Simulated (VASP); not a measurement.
# SrO (Fm-3m) in VASP: settings compared

Aim: see how the results for SrO move with the level of theory and the settings. Levels: b88 exchange, pbe correlation, r2SCAN, HSE06. Tasks: single point.

All numbers are computed with VASP 6.6.1; they aren't measurements. Logs are shortened: lines on timing, memory, paths and dates and some standing lists are left out, and cuts for length are marked.

## (1) The cell of the first run

It takes space group Fm-3m (No. 225, cubic). The conventional cell has a = 5.200 Å, b = 5.200 Å, c = 5.200 Å, α = 90.00°, β = 90.00°, γ = 90.00°. Sr (site symmetry m-3m) has 6 O at 2.60 Å within 3.4 Å. O (site symmetry m-3m) has 6 Sr at 2.60 Å within 3.4 Å.

## (2) Single point, b88 exchange, pbe correlation

Contents of INCAR:

```
SYSTEM = SrO
PREC     = Accurate       ! precision mode
ENCUT    = 600            ! plane-wave cutoff, eV
EDIFF    = 1E-6           ! SCF threshold, eV
ISMEAR   = 1              ! smearing method
SIGMA    = 0.1            ! smearing width, eV
LREAL    = .False.        ! projectors in reciprocal space
LASPH    = .True.         ! aspherical terms in the spheres
NELM     = 120            ! most SCF steps
ALGO     = Normal         ! electronic algorithm
ISIF     = 2              ! what is computed and relaxed
LWAVE    = .False.        ! write WAVECAR
LCHARG   = .False.        ! write CHGCAR
GGA      = LIBXC          ! functional
LIBXC1   = GGA_X_B88    
LIBXC2   = GGA_C_PBE    
NBANDS   = 15             ! bands
GGA_COMPAT= .False.
```

Contents of KPOINTS:

```
regular mesh
0
Gamma
  9 9 9
  0 0 0
```

Contents of POSCAR:

```
SrO
1.0
    0.0000000000      2.6000709780      2.6000709780
    2.6000709780      0.0000000000      2.6000709780
    2.6000709780      2.6000709780      0.0000000000
Sr O
1 1
Direct
    0.5000000000      0.5000000000      0.5000000000
    0.0000000000      0.0000000000      0.0000000000
```

Potentials or basis: VASP PAW PBE potentials, release 64 (Sr_sv, O).

Started as:

```
> cat potpaw_PBE.64/Sr_sv/POTCAR potpaw_PBE.64/O/POTCAR > POTCAR
> mpirun -np 1 vasp_std > vasp.out
```

OUTCAR:

```text
SYSTEM = SrO
   PREC = Accurate
   ENCUT = 600
   EDIFF = 1E-6
   ISMEAR = 1
   LREAL = .False.
   LASPH = .True.
   NELM = 120
   ISIF = 2
   GGA = LIBXC

 ion  position               nearest neighbor table
   1  0.500  0.500  0.500-   2 2.60   2 2.60   2 2.60   2 2.60   2 2.60   2 2.60
   2  0.000  0.000  0.000-   1 2.60   1 2.60   1 2.60   1 2.60   1 2.60   1 2.60

  LATTYP: Found a face centered cubic cell.
 ALAT       =     5.2001419560

  Lattice vectors:

 A1 = (   0.0000000000,   2.6000709780,   2.6000709780)
 A2 = (   2.6000709780,   0.0000000000,   2.6000709780)
 A3 = (   2.6000709780,   2.6000709780,   0.0000000000)

Analysis of symmetry for initial positions (statically):
=====================================================================
 Subroutine PRICEL returns:
 Original cell was already a primitive cell.

 Routine SETGRP: Setting up the symmetry group for a
 face centered cubic supercell.

 Subroutine GETGRP returns: Found 48 space group operations
 (whereof 48 operations were pure point group operations)
 out of a pool of 48 trial point group operations.

The static configuration has the point symmetry O_h .

Analysis of symmetry for dynamics (positions and initial velocities):
=====================================================================
 Subroutine PRICEL returns:
 Original cell was already a primitive cell.

 Routine SETGRP: Setting up the symmetry group for a
 face centered cubic supercell.

 Subroutine GETGRP returns: Found 48 space group operations
 (whereof 48 operations were pure point group operations)
 out of a pool of 48 trial point group operations.

The dynamic configuration has the point symmetry O_h .

 Subroutine INISYM returns: Found 48 space group operations
 (whereof 48 operations are pure point group operations),
 and found     1 'primitive' translations

----------------------------------------------------------------------------------------

                                     Primitive cell

  volume of cell :      35.1549

  direct lattice vectors                    reciprocal lattice vectors
     0.000000000  2.600070978  2.600070978    -0.192302443  0.192302443  0.192302443
     2.600070978  0.000000000  2.600070978     0.192302443 -0.192302443  0.192302443
     2.600070978  2.600070978  0.000000000     0.192302443  0.192302443 -0.192302443

  length of vectors
     3.677055640  3.677055640  3.677055640     0.333077601  0.333077601  0.333077601

  position of ions in fractional coordinates (direct lattice)
     0.500000000  0.500000000  0.500000000
     0.000000000  0.000000000  0.000000000

  ion indices of the primitive-cell ions
   primitive index   ion index
                 1           1
                 2           2

----------------------------------------------------------------------------------------

 KPOINTS: regular mesh

Automatic generation of k-mesh.
 Grid dimensions read from file:
 generate k-points for:    9    9    9

 Generating k-lattice:

  Cartesian coordinates                     Fractional coordinates (reciprocal lattice)
    -0.021366938  0.021366938  0.021366938     0.111111111  0.000000000  0.000000000
     0.021366938 -0.021366938  0.021366938     0.000000000  0.111111111  0.000000000
     0.021366938  0.021366938 -0.021366938     0.000000000  0.000000000  0.111111111

  Length of vectors
     0.037008622  0.037008622  0.037008622

  Shift w.r.t. Gamma in fractional coordinates (k-lattice)
     0.000000000  0.000000000  0.000000000

 Subroutine IBZKPT returns following result:
 ===========================================

 Found     35 irreducible k-points:

 Following reciprocal coordinates:
            Coordinates               Weight
  0.000000  0.000000  0.000000      1.000000
  0.111111  0.000000  0.000000      8.000000
  0.222222  0.000000  0.000000      8.000000
  0.333333  0.000000  0.000000      8.000000
  0.444444  0.000000  0.000000      8.000000
  0.111111  0.111111  0.000000      6.000000
[... 16 lines left out ...]
 -0.333333  0.333333  0.000000     12.000000
  0.444444  0.444444  0.000000      6.000000
 [... further k-points ...]
   k-points           NKPTS =     35   k-points in BZ     NKDIM =     35   number of bands    NBANDS=     15
   number of dos      NEDOS =    301   number of ions     NIONS =      2
   total plane-waves  NPLWV =  27000
   dimension x,y,z NGX =    30 NGY =   30 NGZ =   30
   dimension x,y,z NGXF=    60 NGYF=   60 NGZF=   60
   ions per type =               1   1
   NGX,Y,Z   is equivalent  to a cutoff of  13.56, 13.56, 13.56 a.u.
   NGXF,Y,Z  is equivalent  to a cutoff of  27.13, 27.13, 27.13 a.u.
 SYSTEM =  SrO
   PREC   = accura    normal or accurate (medium, high low for compatibility)
   ISTART =      0    job   : 0-new  1-cont  2-samecut
   ICHARG =      2    charge: 1-file 2-atom 10-const
   ISPIN  =      1    spin polarized calculation?
   LNONCOLLINEAR =      F non collinear calculations
   LSORBIT =      F    spin-orbit coupling
   LASPH  =      T    aspherical Exc in radial PAW
   ENCUT  =  600.0 eV  44.10 Ry    6.64 a.u.   7.34  7.34  7.34*2*pi/ulx,y,z
   NELM   =    120;   NELMIN=  2; NELMDL= -5     # of ELM steps
   EDIFF  = 0.1E-05   stopping-criterion for ELM
   LREAL  =      F    real-space projection
   EDIFFG = 0.1E-04   stopping-criterion for IOM
   NSW    =      0    number of steps for IOM
   IBRION =     -1    ionic relax: 0-MD 1-quasi-New 2-CG
   NFREE  =      0    steps in history (QN), initial steepest desc. (CG)
   ISIF   =      2    stress and relaxation
   ISYM   =      2    0-nonsym 1-usesym 2-fastsym
   POTIM  = 0.5000    time-step for ionic-motion
   TEBEG  =    0.0;   TEEND  =   0.0 temperature during run
   PSTRESS=    0.0 pullay stress
   NELECT =      16.0000    total number of electrons
   NUPDOWN=      -1.0000    fix difference up-down
   EMIN   =  10.00;   EMAX   =-10.00  energy-range for DOS
   EFERMI =   0.00;   METHOD = LEGACY
   ISMEAR =     1;   SIGMA  =   0.10  broadening in eV -4-tet -1-fermi 0-gaus
   EFERMI_NEDOS =   21; number of points for ismear=-14 and -15
   IALGO  =     38    algorithm
   IMIX   =      4    mixing-type and parameters
     AMIX     =   0.40;   BMIX     =  1.00
     AMIX_MAG =   1.60;   BMIX_MAG =  1.00
  volume/ion in A,a.u.               =      17.58       118.62
  Fermi-wavevector in a.u.,A,eV,Ry     =   1.259272  2.379679 21.575663  1.585767
  Thomas-Fermi vector in A             =   2.392840
   LORBIT       =      0    0 simple, 1 ext, 2 COOP (PROOUT), +10 PAW based schemes
   GGA     = LIBXC    functional components
   LHFCALC =     F    Hartree Fock is set to
   AEXX    =    0.0000 exact exchange contribution
   IVDW    =     0    specifies the selected vdW correction
   LEPSILON=     F    determine dielectric tensor
   LRPA    =     F    only Hartree local field effects (RPA)
 non-spin polarized calculation
 Methfessel and Paxton  Order N= 1 SIGMA  =   0.10
  energy-cutoff  :      600.00
  volume of cell :       35.15
 maximum number of plane-waves:      1211
 NGX is ok and might be reduce to    30
   NGX = 15   NGY = 15   NGZ = 15

 number of electron      16.0000000 magnetization

 Free energy of the ion-electron system (eV)
  ---------------------------------------------------
  ext. energy  EPLUGINS =         0.00000000
  ---------------------------------------------------
  free energy    TOTEN  =       -11.83126749 eV

  energy without entropy =      -11.83218477  energy(sigma->0) =      -11.83157325

 E-fermi :   1.4636     XC(G=0):  -9.8898

 val. band max:        1.4565826987   @ k =   0.0000   0.0000   0.0000
 cond. band min:       4.8283551897   @ k =   0.4444   0.4444   0.0000
 fundamental gap:      3.3717724910
 Fermi energy:         1.4635579794

 k-point     1 :       0.0000    0.0000    0.0000
  band No.  band energies     occupation
      1     -31.0721      2.00000
      2     -13.5864      2.00000
      3     -12.7339      2.00000
      4     -12.7339      2.00000
      5     -12.7339      2.00000
      6       1.4566      1.11774
      7       1.4566      1.11774
      8       1.4566      1.11774
      9       5.2325      0.00000
     10       7.6156      0.00000
     11       7.6156      0.00000
     12       7.6156      0.00000
     13       9.6910      0.00000
     14       9.6910      0.00000
     15      14.0563      0.00000

 k-point     2 :       0.1111    0.0000    0.0000
  band No.  band energies     occupation
      1     -31.0585      2.00000
      2     -13.9013      2.00000
      3     -12.7429      2.00000
      4     -12.7429      2.00000
      5     -12.4530      2.00000
      6       1.0964      2.00000
      7       1.3081      2.05030
      8       1.3081      2.05030
      9       5.7850      0.00000
     10       7.4922      0.00000
     11       7.8487      0.00000
     12       7.8487      0.00000
     13       9.9977      0.00000
     14       9.9977      0.00000
     15      14.8247      0.00000

 k-point     3 :       0.2222    0.0000    0.0000
  band No.  band energies     occupation
      1     -31.0238      2.00000
      2     -14.3988      2.00000
      3     -12.7654      2.00000
      4     -12.7654      2.00000
      5     -12.0420      2.00000
      6       0.3926      2.00000
      7       0.9650      2.00000
      8       0.9650      2.00000
      9       7.0226      0.00000
     10       7.4179      0.00000
     11       8.4958      0.00000
     12       8.4958      0.00000
     13      10.7934      0.00000
     14      10.7934      0.00000
     15      16.5247      0.00000
[... 343 lines left out ...]
 k-point    23 :      -0.3333    0.3333    0.0000
  band No.  band energies     occupation
      1     -30.9272      2.00000
      2     -14.5451      2.00000
      3     -13.3455      2.00000
      4     -12.9167      2.00000
      5     -12.0515      2.00000
      6       0.1723      2.00000
      7       0.6879      2.00000
      8       0.9438      2.00000
      9       7.0810      0.00000
     10       8.5360      0.00000
     11      10.1668      0.00000
     12      10.8313      0.00000
     13      12.4743      0.00000
     14      13.8607      0.00000
     15      16.0543      0.00000

 k-point    24 :       0.4444    0.4444    0.0000
  band No.  band energies     occupation
      1     -30.9241      2.00000
      2     -13.8855      2.00000
      3     -13.2020      2.00000
      4     -13.0508      2.00000
      5     -13.0508      2.00000
      6       0.8707      2.00000
      7       1.3408      2.07091
      8       1.3408      2.07091
      9       4.8284      0.00000
     10       8.9016      0.00000
     11      11.3423      0.00000
     12      11.5600      0.00000
     13      12.1213      0.00000
     14      12.1213      0.00000
     15      15.1078      0.00000

 [... further k-points ...]

------------------------ aborting loop because EDIFF is reached ----------------------------------------

  FORCE on cell =-STRESS in cart. coord.  units (eV):
  Direction    XX          YY          ZZ          XY          YZ          ZX
  --------------------------------------------------------------------------------------
  -------------------------------------------------------------------------------------
  Total        0.0042329      0.0042329      0.0042329     -0.0000000      0.0000000      0.0000000
  in kB        0.1929130      0.1929130      0.1929130     -0.0000000      0.0000000      0.0000000
  external PRESSURE =       0.1929130 kB  Pullay stress =       0.0000000 kB

 VOLUME and BASIS-vectors are now :
 -----------------------------------------------------------------------------
  energy-cutoff  :      600.00
  volume of cell :       35.15
      direct lattice vectors                 reciprocal lattice vectors
     0.000000000  2.600070978  2.600070978    -0.192302443  0.192302443  0.192302443
     2.600070978  0.000000000  2.600070978     0.192302443 -0.192302443  0.192302443
     2.600070978  2.600070978  0.000000000     0.192302443  0.192302443 -0.192302443

 POSITION                                       TOTAL-FORCE (eV/Angst)
 -----------------------------------------------------------------------------------
      2.60007      2.60007      2.60007        -0.000000      0.000000      0.000000
      0.00000      0.00000      0.00000         0.000000     -0.000000     -0.000000
 -----------------------------------------------------------------------------------
    total drift:                               -0.000000      0.000000      0.000000

  FREE ENERGIE OF THE ION-ELECTRON SYSTEM (eV)
  ---------------------------------------------------
  free  energy   TOTEN  =       -11.8312674950 eV

  energy  without entropy=      -11.8321847741  energy(sigma->0) =      -11.83157325
```

Wall time 14 s (1 thread of AMD EPYC 9R45 (Zen 5), shared host); peak memory 0.15 GiB.

Results:

| Property | Result |
| --- | --- |
| Free energy | -11.8313 eV |
| Pressure | 0.0 GPa |
| Band gap on the k mesh | 3.37 eV (least direct gap 3.49 eV) |

Caveat: the PAW data sets were made with another functional, which shifts forces and pressure a little; an odd mesh through Γ misses points on the zone boundary, where band edges can lie.

## (3) Single point, b88 exchange, pbe correlation

This run uses another cell than the first one, of 17.92 Å³/atom.

Contents of INCAR:

```
SYSTEM = SrO
PREC = Accurate ; ENCUT = 600
EDIFF = 1E-6 ; ISMEAR = 1
SIGMA = 0.1 ; LREAL = .FALSE.
LASPH = .TRUE. ; NELM = 120
ALGO = Normal ; ISIF = 2
LWAVE = .FALSE. ; LCHARG = .FALSE.
GGA = LIBXC ; LIBXC1 = GGA_X_B88
LIBXC2 = GGA_C_PBE ; NBANDS = 15
GGA_COMPAT = .FALSE.
```

Contents of KPOINTS:

```
Automatic mesh
0
G
  9 9 9
  0 0 0
```

Contents of POSCAR:

```
SrO
1.0
    0.0000000000      2.6166323862      2.6166323862
    2.6166323862      0.0000000000      2.6166323862
    2.6166323862      2.6166323862      0.0000000000
Sr O
1 1
Direct
    0.5000000000      0.5000000000      0.5000000000
    0.0000000000      0.0000000000      0.0000000000
```

Potentials or basis: VASP PAW PBE potentials, release 64 (Sr_sv, O).

Started as:

```
> cat potpaw_PBE.64/Sr_sv/POTCAR potpaw_PBE.64/O/POTCAR > POTCAR
> mpirun -np 1 vasp_std > vasp.out
```

Run time: 14 s. Hardware: 1 thread of AMD EPYC 9R45 (Zen 5), shared host; peak memory 0.15 GiB.

It converged, with:

- Free energy: -11.8288 eV
- Pressure: -1.5 GPa
- Band gap on the k mesh: 3.38 eV (least direct gap 3.50 eV)

Levels at points of the mesh, in eV from the valence-band top:
| k point | band 6 | band 7 | band 8 | band 9 | band 10 | band 11 |
| --- | --- | --- | --- | --- | --- | --- |
| (0.00, 0.00, 0.00) | 0.00 | 0.00 | 0.00 | 3.65 | 6.12 | 6.12 |

Caveat: the PAW data sets were made with another functional, which shifts forces and pressure a little; an odd mesh through Γ misses points on the zone boundary, where band edges can lie.

## (4) Single point, r2SCAN (16.23 Å³/atom)

This run uses another cell than the first one, of 16.23 Å³/atom.

Contents of POSCAR:

```
SrO
1.0
    0.0000000000      2.5316160200      2.5316160200
    2.5316160200      0.0000000000      2.5316160200
    2.5316160200      2.5316160200      0.0000000000
Sr O
1 1
Direct
    0.5000000000      0.5000000000      0.5000000000
    0.0000000000      0.0000000000      0.0000000000
```

Contents of INCAR.step1:

```
ALGO = Normal
EDIFF = 1E-5
ENCUT = 660
GGA = PE
GGA_COMPAT = F
ISMEAR = -5
LASPH = T
LCHARG = F
LREAL = F
LWAVE = T
NBANDS = 15
NELM = 120
PREC = Accurate
SIGMA = 0.05
```

Contents of INCAR.step2:

```
ALGO = Normal
EDIFF = 1E-6
ENCUT = 660
GGA_COMPAT = F
ISIF = 2
ISMEAR = -5
ISTART = 1
LASPH = T
LCHARG = F
LMIXTAU = T
LREAL = F
LWAVE = F
METAGGA = R2SCAN
NBANDS = 15
NELM = 120
PREC = Accurate
SIGMA = 0.05
```

Contents of KPOINTS:

```
k-points
0
Gamma
  9 9 9
```

Started as:

```
> cat potpaw_PBE.64/Sr_sv/POTCAR potpaw_PBE.64/O/POTCAR > POTCAR
> cp INCAR.step1 INCAR
> mpirun -np 1 vasp_std > vasp.out
> cp INCAR.step2 INCAR
> mpirun -np 1 vasp_std > vasp.out
```

Wall time 64 s (1 thread of AMD EPYC 9R45 (Zen 5), shared host); peak memory 0.16 GiB.

It converged, with:

```yaml
Free_energy: -27.0178 eV
Pressure: 6.6 GPa
Band_gap_on_the_k_mesh: 3.78 eV (least direct gap 3.84 eV)
```

Levels at points of the mesh, in eV from the valence-band top:
```
           k point  band 6  band 7  band 8  band 9  band 10  band 11
(0.00, 0.00, 0.00)    0.00    0.00    0.00    5.02     6.88     6.88
```

Caveat: the cell stands under pressure; the PAW data sets were made with another functional, which shifts forces and pressure a little; an odd mesh through Γ misses points on the zone boundary, where band edges can lie.

[end of part 1 of 2]
